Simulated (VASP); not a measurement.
Write the native input for VASP 6.6.1 that does the following.

- Task: single point
- Functional: PBEsol
- Dispersion: D3(BJ)
- Potentials or basis: VASP PAW PBE potentials, release 64 (Zn, O)
- Cutoff: 520 eV
- k mesh: 9 × 9 × 5
- Occupations: fermi-dirac, width 0.05 eV
- Spin: no spin polarisation
- Dipole correction: no
- Further INCAR settings: ALGO = Normal; EDIFF = 1e-06; NBANDS = 26

The structure of ZnO (zincite) lies in POSCAR:

```
ZnO
1.0
    3.1829769797      0.0000000000      0.0000000000
   -1.5914884899      2.7565389241      0.0000000000
    0.0000000000      0.0000000000      5.0994402224
Zn O
2 2
Direct
    0.6666666667      0.3333333333      0.0000000000
    0.3333333333      0.6666666667      0.5000000000
    0.3333333333      0.6666666667      0.8790100000
    0.6666666667      0.3333333333      0.3790100000
```

One way to write it, as run:

INCAR

```
SYSTEM = ZnO
ALGO = Normal
EDIFF = 1E-6
ENCUT = 520
GGA = PS
ISIF = 2
ISMEAR = -1
IVDW = 12
LASPH = .True.
LCHARG = .False.
LREAL = .False.
LWAVE = .False.
NBANDS = 26
NELM = 100
PREC = Accurate
SIGMA = 0.05
```

KPOINTS

```
k-points
0
Gamma
  9 9 5
  0 0 0
```

Potentials or basis: VASP PAW PBE potentials, release 64 (Zn, O).

Command:

```sh
$ cat potpaw_PBE.64/Zn/POTCAR potpaw_PBE.64/O/POTCAR > POTCAR
$ mpirun -np 1 vasp_std > vasp.out
```

Results of the run:

```yaml
Pressure: 6.7 GPa
Largest_force: 0.088 eV/Å
Band_gap_on_the_k_mesh: 0.77 eV, direct
Dispersion_energy_per_atom: -0.195 eV
```

Caveat: the PAW data sets were made with another functional, which shifts forces and pressure a little.

Run time: 38 s on 1 thread of Intel(R) Xeon(R) Platinum 8259CL CPU @ 2.50GHz (Skylake/Cascade Lake) (shared host), peak memory 0.19 GiB.
